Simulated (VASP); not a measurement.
# AgCl (Pm-3m) in VASP: further runs, part 2 of 2

VASP 6.6.1. The steps go on from the part before.

## Step 4: Electric field gradients, PBE (volume scaled by 0.975)

INCAR

```
SYSTEM = AgCl
  PREC = Accurate
  ENCUT = 520
  EDIFF = 1E-8
  ISMEAR = -1
  SIGMA = 0.01
  LREAL = .False.
  LASPH = .True.
  NELM = 60
  ALGO = Normal
  ISIF = 2
  LWAVE = .False.
  LCHARG = .False.
  GGA = PE
  LEFG = .True.
  NBANDS = 16
```

KPOINTS

```
regular mesh
0
Gamma
  9 9 9
  0 0 0
```

POSCAR

```
AgCl
1.0
    3.4051147197      0.0000000000      0.0000000000
    0.0000000000      3.4051147197      0.0000000000
    0.0000000000      0.0000000000      3.4051147197
Ag Cl
1 1
Direct
    0.0000000000      0.0000000000      0.0000000000
    0.5000000000      0.5000000000      0.5000000000
```

Potentials or basis: VASP PAW PBE potentials, release 64 (Ag, Cl).

Command:

```bash
cat potpaw_PBE.64/Ag/POTCAR potpaw_PBE.64/Cl/POTCAR > POTCAR
mpirun -np 1 vasp_std > vasp.out
```

OUTCAR:

```text
SYSTEM = AgCl
   PREC = Accurate
   ENCUT = 520
   EDIFF = 1E-8
   ISMEAR = -1
   LREAL = .False.
   LASPH = .True.
   NELM = 60
   ISIF = 2
   GGA = PE

 ion  position               nearest neighbor table
   1  0.000  0.000  0.000-   2 2.95   2 2.95   2 2.95   2 2.95   2 2.95   2 2.95   2 2.95   2 2.95

   2  0.500  0.500  0.500-   1 2.95   1 2.95   1 2.95   1 2.95   1 2.95   1 2.95   1 2.95   1 2.95

  LATTYP: Found a simple cubic cell.
 ALAT       =     3.4051147197

  Lattice vectors:

 A1 = (   3.4051147197,   0.0000000000,   0.0000000000)
 A2 = (   0.0000000000,   3.4051147197,   0.0000000000)
 A3 = (   0.0000000000,   0.0000000000,   3.4051147197)

Analysis of symmetry for initial positions (statically):
=====================================================================
 Subroutine PRICEL returns:
 Original cell was already a primitive cell.

 Routine SETGRP: Setting up the symmetry group for a
 simple cubic supercell.

 Subroutine GETGRP returns: Found 48 space group operations
[... 9 lines left out ...]

 Routine SETGRP: Setting up the symmetry group for a
 simple cubic supercell.

 Subroutine GETGRP returns: Found 48 space group operations
[... 11 lines left out ...]
                                     Primitive cell

  volume of cell :      39.4816

  direct lattice vectors                    reciprocal lattice vectors
     3.405114720  0.000000000  0.000000000     0.293675862  0.000000000  0.000000000
     0.000000000  3.405114720  0.000000000     0.000000000  0.293675862  0.000000000
     0.000000000  0.000000000  3.405114720     0.000000000  0.000000000  0.293675862

  length of vectors
     3.405114720  3.405114720  3.405114720     0.293675862  0.293675862  0.293675862

  position of ions in fractional coordinates (direct lattice)
     0.000000000  0.000000000  0.000000000
     0.500000000  0.500000000  0.500000000

  ion indices of the primitive-cell ions
   primitive index   ion index
                 1           1
                 2           2

----------------------------------------------------------------------------------------

 KPOINTS: regular mesh

Automatic generation of k-mesh.
 Grid dimensions read from file:
 generate k-points for:    9    9    9

 Generating k-lattice:

  Cartesian coordinates                     Fractional coordinates (reciprocal lattice)
     0.032630651  0.000000000  0.000000000     0.111111111  0.000000000  0.000000000
     0.000000000  0.032630651  0.000000000     0.000000000  0.111111111  0.000000000
     0.000000000  0.000000000  0.032630651     0.000000000  0.000000000  0.111111111

  Length of vectors
     0.032630651  0.032630651  0.032630651

  Shift w.r.t. Gamma in fractional coordinates (k-lattice)
     0.000000000  0.000000000  0.000000000

 Subroutine IBZKPT returns following result:
 ===========================================

 Found     35 irreducible k-points:
[... 49 lines left out ...]
   NSW    =      0    number of steps for IOM
   IBRION =     -1    ionic relax: 0-MD 1-quasi-New 2-CG
   NFREE  =      0    steps in history (QN), initial steepest desc. (CG)
   ISIF   =      2    stress and relaxation
   ISYM   =      2    0-nonsym 1-usesym 2-fastsym
   POTIM  = 0.5000    time-step for ionic-motion
   TEBEG  =    0.0;   TEEND  =   0.0 temperature during run
   PSTRESS=    0.0 pullay stress
   NELECT =      18.0000    total number of electrons
   NUPDOWN=      -1.0000    fix difference up-down
   EMIN   =  10.00;   EMAX   =-10.00  energy-range for DOS
   EFERMI =   0.00;   METHOD = LEGACY
   ISMEAR =    -1;   SIGMA  =   0.01  broadening in eV -4-tet -1-fermi 0-gaus
   EFERMI_NEDOS =   21; number of points for ismear=-14 and -15
   IALGO  =     38    algorithm
   IMIX   =      4    mixing-type and parameters
     AMIX     =   0.40;   BMIX     =  1.00
     AMIX_MAG =   1.60;   BMIX_MAG =  1.00
  volume/ion in A,a.u.               =      19.74       133.22
  Fermi-wavevector in a.u.,A,eV,Ry     =   1.259990  2.381037 21.600282  1.587576
  Thomas-Fermi vector in A             =   2.393523
   LORBIT       =      0    0 simple, 1 ext, 2 COOP (PROOUT), +10 PAW based schemes
   GGA     = PE    functional components
   LHFCALC =     F    Hartree Fock is set to
   AEXX    =    0.0000 exact exchange contribution
   IVDW    =     0    specifies the selected vdW correction
   LEPSILON=     F    determine dielectric tensor
   LRPA    =     F    only Hartree local field effects (RPA)
 non-spin polarized calculation
  energy-cutoff  :      520.00
  volume of cell :       39.48
 maximum number of plane-waves:      1079
 NGX is ok and might be reduce to    28
   NGX = 13   NGY = 13   NGZ = 13

 number of electron      18.0000004 magnetization

 Free energy of the ion-electron system (eV)
  ---------------------------------------------------
  ext. energy  EPLUGINS =         0.00000000
  ---------------------------------------------------
  free energy    TOTEN  =        -5.11947381 eV

  energy without entropy =       -5.11947381  energy(sigma->0) =       -5.11947381

 E-fermi :   4.3871     XC(G=0): -10.5203

 val. band max:        4.1691041186   @ k =   0.4444   0.0000   0.0000
 cond. band min:       4.7845904663   @ k =   0.0000   0.0000   0.0000
 fundamental gap:      0.6154863477
 Fermi energy:         4.3871331511

 k-point     1 :       0.0000    0.0000    0.0000
  band No.  band energies     occupation
      1     -10.5251      2.00000
      2       1.3832      2.00000
      3       1.3832      2.00000
      4       2.3724      2.00000
      5       2.3724      2.00000
      6       2.3724      2.00000
[... 433 lines left out ...]
      3       0.5624      2.00000
      4       1.7419      2.00000
      5       1.9107      2.00000
      6       2.1032      2.00000
[... 8 lines left out ...]
     15      18.3340      0.00000
     16      20.3319      0.00000

 [... further k-points ...]

------------------------ aborting loop because EDIFF is reached ----------------------------------------

  FORCE on cell =-STRESS in cart. coord.  units (eV):
  Direction    XX          YY          ZZ          XY          YZ          ZX
  --------------------------------------------------------------------------------------
  -------------------------------------------------------------------------------------
  Total        0.2475759      0.2475759      0.2475759     -0.0000000      0.0000000     -0.0000000
  in kB       10.0467043     10.0467043     10.0467043     -0.0000000      0.0000000     -0.0000000
  external PRESSURE =      10.0467043 kB  Pullay stress =       0.0000000 kB

 VOLUME and BASIS-vectors are now :
 -----------------------------------------------------------------------------
  energy-cutoff  :      520.00
  volume of cell :       39.48
      direct lattice vectors                 reciprocal lattice vectors
     3.405114720  0.000000000  0.000000000     0.293675862  0.000000000  0.000000000
     0.000000000  3.405114720  0.000000000     0.000000000  0.293675862  0.000000000
     0.000000000  0.000000000  3.405114720     0.000000000  0.000000000  0.293675862

 POSITION                                       TOTAL-FORCE (eV/Angst)
 -----------------------------------------------------------------------------------
      0.00000      0.00000      0.00000         0.000000      0.000000      0.000000
      1.70256      1.70256      1.70256         0.000000      0.000000      0.000000
 -----------------------------------------------------------------------------------
    total drift:                               -0.000000      0.000000      0.000000

  FREE ENERGIE OF THE ION-ELECTRON SYSTEM (eV)
  ---------------------------------------------------
  free  energy   TOTEN  =        -5.1194738097 eV

  energy  without entropy=       -5.1194738097  energy(sigma->0) =       -5.11947381

 Electric field gradients (V/A^2)
---------------------------------------------------------------------
 ion       V_xx      V_yy      V_zz      V_xy      V_xz      V_yz
---------------------------------------------------------------------
   1      -0.000    -0.000    -0.000    -0.000    -0.000     0.000
   2       0.000     0.000     0.000     0.000    -0.000    -0.000
---------------------------------------------------------------------

 Electric field gradients after diagonalization (V/A^2)
 (convention: |V_zz| > |V_xx| > |V_yy|)
----------------------------------------------------------------------
 ion       V_xx      V_yy      V_zz     asymmetry (V_yy - V_xx)/ V_zz
----------------------------------------------------------------------
   1      -0.000    -0.000    -0.000      -0.340
   2       0.000     0.000     0.000      -0.144
----------------------------------------------------------------------

           NMR quadrupolar parameters

 Cq : quadrupolar parameter    Cq=e*Q*V_zz/h
 eta: asymmetry parameters     (V_yy - V_xx)/ V_zz
 Q  : nuclear electric quadrupole moment in mb (millibarn)
----------------------------------------------------------------------
 ion       Cq(MHz)       eta       Q (mb)
----------------------------------------------------------------------
   1      -0.000      -0.340       1.000
   2       0.000      -0.144       1.000
----------------------------------------------------------------------
```

OSZICAR:

```text
N       E                     dE             d eps       ncg     rms          rms(c)
DAV:   1     0.100531107794E+03    0.10053E+03   -0.86384E+03  1120   0.102E+03
DAV:   2    -0.188337733001E+01   -0.10241E+03   -0.94607E+02  1408   0.226E+02
DAV:   3    -0.539347077451E+01   -0.35101E+01   -0.35031E+01  1360   0.441E+01
DAV:   4    -0.541475011079E+01   -0.21279E-01   -0.21278E-01  1488   0.376E+00
DAV:   5    -0.541500202463E+01   -0.25191E-03   -0.25191E-03  1392   0.395E-01    0.578E+00
DAV:   6    -0.513197160389E+01    0.28303E+00   -0.35394E-01  1376   0.856E+00    0.387E+00
DAV:   7    -0.512298785213E+01    0.89838E-02   -0.13657E-01  1216   0.247E+00    0.213E+00
DAV:   8    -0.511971449666E+01    0.32734E-02   -0.72317E-03  1304   0.864E-01    0.396E-01
DAV:   9    -0.511943797688E+01    0.27652E-03   -0.69707E-04  1504   0.395E-01    0.537E-02
DAV:  10    -0.511946670505E+01   -0.28728E-04   -0.11974E-04  1280   0.113E-01    0.439E-02
DAV:  11    -0.511947410089E+01   -0.73958E-05   -0.67786E-06  1304   0.222E-02    0.750E-03
DAV:  12    -0.511947386492E+01    0.23597E-06   -0.68695E-07  1400   0.729E-03    0.236E-03
DAV:  13    -0.511947393399E+01   -0.69075E-07   -0.21924E-07  1248   0.313E-03    0.223E-03
DAV:  14    -0.511947381309E+01    0.12090E-06   -0.41959E-08  1328   0.155E-03    0.726E-04
DAV:  15    -0.511947380966E+01    0.34365E-08   -0.37211E-09   608   0.433E-04
   1 F= -.51194738E+01 E0= -.51194738E+01  d E =-.257838E-11
```

Run time: 17 s. Hardware: 1 thread of Intel Xeon Platinum 8375C at 2.90GHz (Ice Lake), shared host; peak memory 0.16 GiB.

Results:

```
Free energy            : -5.1195 eV
Pressure               : 1.0 GPa
Band gap on the k mesh : 0.62 eV, indirect (least direct gap 2.17 eV)
```

Caveat: without QUAD_EFG the Cq values of the log hold for a quadrupole moment of 1 mb, not for the nuclei. A k mesh can miss the band edges.

## Step 5: Electric field gradients, PBE (volume scaled by 0.98)

INCAR

```
SYSTEM = AgCl
ALGO = Normal ; EDIFF = 1E-8
ENCUT = 520 ; GGA = PE
ISIF = 2 ; ISMEAR = -1
LASPH = .TRUE. ; LCHARG = .FALSE.
LEFG = .TRUE. ; LREAL = .FALSE.
LWAVE = .FALSE. ; NBANDS = 16
NELM = 100 ; PREC = Accurate
SIGMA = 0.01
```

KPOINTS

```
k-points
0
G
  9 9 9
  0 0 0
```

POSCAR

```
AgCl
1.0
    3.4109255069      0.0000000000      0.0000000000
    0.0000000000      3.4109255069      0.0000000000
    0.0000000000      0.0000000000      3.4109255069
Ag Cl
1 1
Direct
    0.0000000000      0.0000000000      0.0000000000
    0.5000000000      0.5000000000      0.5000000000
```

Potentials or basis: VASP PAW PBE potentials, release 64 (Ag, Cl).

Command:

```bash
cat potpaw_PBE.64/Ag/POTCAR potpaw_PBE.64/Cl/POTCAR > POTCAR
mpirun -np 1 vasp_std > vasp.out
```

OUTCAR:

```text
SYSTEM = AgCl
   EDIFF = 1E-8
   ENCUT = 520
   GGA = PE
   ISIF = 2
   ISMEAR = -1
   LASPH = .TRUE.
   LREAL = .FALSE.
   NELM = 100
   PREC = Accurate

 ion  position               nearest neighbor table
   1  0.000  0.000  0.000-   2 2.95   2 2.95   2 2.95   2 2.95   2 2.95   2 2.95   2 2.95   2 2.95

   2  0.500  0.500  0.500-   1 2.95   1 2.95   1 2.95   1 2.95   1 2.95   1 2.95   1 2.95   1 2.95

  LATTYP: Found a simple cubic cell.
 ALAT       =     3.4109255069

  Lattice vectors:

 A1 = (   3.4109255069,   0.0000000000,   0.0000000000)
 A2 = (   0.0000000000,   3.4109255069,   0.0000000000)
 A3 = (   0.0000000000,   0.0000000000,   3.4109255069)

Analysis of symmetry for initial positions (statically):
=====================================================================
 Subroutine PRICEL returns:
 Original cell was already a primitive cell.

 Routine SETGRP: Setting up the symmetry group for a
 simple cubic supercell.

 Subroutine GETGRP returns: Found 48 space group operations
[... 645 lines left out ...]
     3.410925507  0.000000000  0.000000000     0.293175561  0.000000000  0.000000000
     0.000000000  3.410925507  0.000000000     0.000000000  0.293175561  0.000000000
     0.000000000  0.000000000  3.410925507     0.000000000  0.000000000  0.293175561

 POSITION                                       TOTAL-FORCE (eV/Angst)
 -----------------------------------------------------------------------------------
      0.00000      0.00000      0.00000         0.000000      0.000000      0.000000
      1.70546      1.70546      1.70546         0.000000      0.000000      0.000000
 -----------------------------------------------------------------------------------
    total drift:                               -0.000000      0.000000      0.000000

  FREE ENERGIE OF THE ION-ELECTRON SYSTEM (eV)
  ---------------------------------------------------
  free  energy   TOTEN  =        -5.1206696882 eV

  energy  without entropy=       -5.1206696882  energy(sigma->0) =       -5.12066969

 Electric field gradients (V/A^2)
---------------------------------------------------------------------
 ion       V_xx      V_yy      V_zz      V_xy      V_xz      V_yz
---------------------------------------------------------------------
   1      -0.000    -0.000    -0.000     0.000     0.000     0.000
   2       0.000     0.000    -0.000     0.000     0.000    -0.000
---------------------------------------------------------------------

 Electric field gradients after diagonalization (V/A^2)
 (convention: |V_zz| > |V_xx| > |V_yy|)
----------------------------------------------------------------------
 ion       V_xx      V_yy      V_zz     asymmetry (V_yy - V_xx)/ V_zz
----------------------------------------------------------------------
   1      -0.000    -0.000    -0.000      -0.687
   2       0.000     0.000    -0.000       0.152
----------------------------------------------------------------------

           NMR quadrupolar parameters

 Cq : quadrupolar parameter    Cq=e*Q*V_zz/h
 eta: asymmetry parameters     (V_yy - V_xx)/ V_zz
 Q  : nuclear electric quadrupole moment in mb (millibarn)
----------------------------------------------------------------------
 ion       Cq(MHz)       eta       Q (mb)
----------------------------------------------------------------------
   1      -0.000      -0.687       1.000
   2      -0.000       0.152       1.000
----------------------------------------------------------------------
```

OSZICAR:

```text
N       E                     dE             d eps       ncg     rms          rms(c)
DAV:   1     0.998498039629E+02    0.99850E+02   -0.88661E+03  1144   0.103E+03
DAV:   2    -0.203204805176E+01   -0.10188E+03   -0.93516E+02  1432   0.223E+02
DAV:   3    -0.539641167174E+01   -0.33644E+01   -0.33577E+01  1304   0.430E+01
DAV:   4    -0.541716762585E+01   -0.20756E-01   -0.20754E-01  1464   0.370E+00
DAV:   5    -0.541741540459E+01   -0.24778E-03   -0.24778E-03  1368   0.396E-01    0.570E+00
DAV:   6    -0.513325673283E+01    0.28416E+00   -0.35455E-01  1384   0.855E+00    0.382E+00
DAV:   7    -0.512421292561E+01    0.90438E-02   -0.13657E-01  1216   0.247E+00    0.211E+00
DAV:   8    -0.512091352261E+01    0.32994E-02   -0.72454E-03  1320   0.863E-01    0.396E-01
DAV:   9    -0.512063259967E+01    0.28092E-03   -0.69506E-04  1488   0.395E-01    0.545E-02
DAV:  10    -0.512066240492E+01   -0.29805E-04   -0.12243E-04  1296   0.114E-01    0.444E-02
DAV:  11    -0.512066997854E+01   -0.75736E-05   -0.68739E-06  1288   0.223E-02    0.770E-03
DAV:  12    -0.512066974073E+01    0.23781E-06   -0.64464E-07  1416   0.704E-03    0.246E-03
DAV:  13    -0.512066980976E+01   -0.69026E-07   -0.21635E-07  1248   0.309E-03    0.216E-03
DAV:  14    -0.512066969325E+01    0.11651E-06   -0.38808E-08  1376   0.149E-03    0.732E-04
DAV:  15    -0.512066968816E+01    0.50882E-08   -0.36878E-09   640   0.429E-04
   1 F= -.51206697E+01 E0= -.51206697E+01  d E =-.226309E-11
```

stdout:

```text
POSCAR found type information on POSCAR AgCl
 POSCAR found :  2 types and       2 ions
 scaLAPACK will be used
 LDA part: xc-table for (Slater+PW92), standard interpolation
 POSCAR, INCAR and KPOINTS ok, starting setup
 FFT: planning ... GRIDC
 FFT: planning ... GRID_SOFT
 FFT: planning ... GRID
 WAVECAR not read
 entering main loop
ion   1

ion   2
```

It took 17 s on 1 thread of Intel Xeon Platinum 8375C at 2.90GHz (Ice Lake), shared host; peak memory 0.16 GiB.

Results:

- Free energy: -5.1207 eV
- Pressure: 0.7 GPa
- Band gap on the k mesh: 0.61 eV, indirect (least direct gap 2.15 eV)

Caveat: without QUAD_EFG the Cq values of the log hold for a quadrupole moment of 1 mb, not for the nuclei. A k mesh can miss the band edges.

## Step 6: Overview

| cell | gap on the mesh (eV) | pressure (GPa) |
| --- | --- | --- |
| a = 3.376 Å, 2 atoms | 0.63 | 2.5 |
| a = 3.364 Å, 2 atoms | 0.63 | 3.1 |
| a = 3.405 Å, 2 atoms | 0.62 | 1.0 |
| a = 3.411 Å, 2 atoms | 0.61 | 0.7 |

Alike in all rows: task electric field gradients; level PBE; potentials or basis VASP PAW PBE potentials, release 64 (Ag, Cl); no spin polarisation; k mesh 9 × 9 × 9; cutoff (eV) 520; smearing fermi-dirac 0.01 eV.

Absolute energies hang on the potentials; compare differences alone.
